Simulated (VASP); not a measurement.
A run of VASP 6.6.1 is set up as follows.

File INCAR:

```
SYSTEM = CrCuO2
PREC = Accurate ; ENCUT = 600
EDIFF = 1E-6 ; ISMEAR = 0
SIGMA = 0.05 ; LREAL = .FALSE.
LASPH = .TRUE. ; NELM = 200
ALGO = Normal ; ISIF = 2
LWAVE = .FALSE. ; LCHARG = .FALSE.
MAGMOM = 0 0 2.87 0 0 0.05 0 0 0 0 0 0 ; LORBIT = 11
LSORBIT = .TRUE. ; GGA_COMPAT = .FALSE.
LORBMOM = .TRUE. ; LMAXMIX = 4
GGA = PE ; NBANDS = 49
KPAR = 4
```

File KPOINTS:

```
Automatic mesh
0
G
  10 10 10
  0 0 0
```

Contents of POSCAR:

```
CrCuO2
1.0
    1.5063689681      0.8697025293      5.7029938412
   -1.5063689681      0.8697025293      5.7029938412
    0.0000000000     -1.7394050584      5.7029938413
Cr Cu O
1 1 2
Direct
    0.5000000000      0.5000000000      0.5000000000
    0.0000000000      0.0000000000      0.0000000000
    0.1084413019      0.1084413019      0.1084413019
    0.8915586981      0.8915586981      0.8915586981
```

Potentials or basis: VASP PAW PBE potentials, release 64 (Cr_pv, Cu, O).

Launch:

```bash
$ cat potpaw_PBE.64/Cr_pv/POTCAR potpaw_PBE.64/Cu/POTCAR potpaw_PBE.64/O/POTCAR > POTCAR
$ mpirun -np 4 vasp_ncl > vasp.out
```

Task: What does it give for the largest force?

Result: 0.021 eV/Å.

Task: Estimate the pressure.

Result: 0.6 GPa.

Task: What does it give for the net moment?

Result: 3.00 μB per cell.

Stress tensor (GPa, compression positive):
```
0.26 0.00 0.00
0.00 0.26 0.00
0.00 0.00 1.14
```
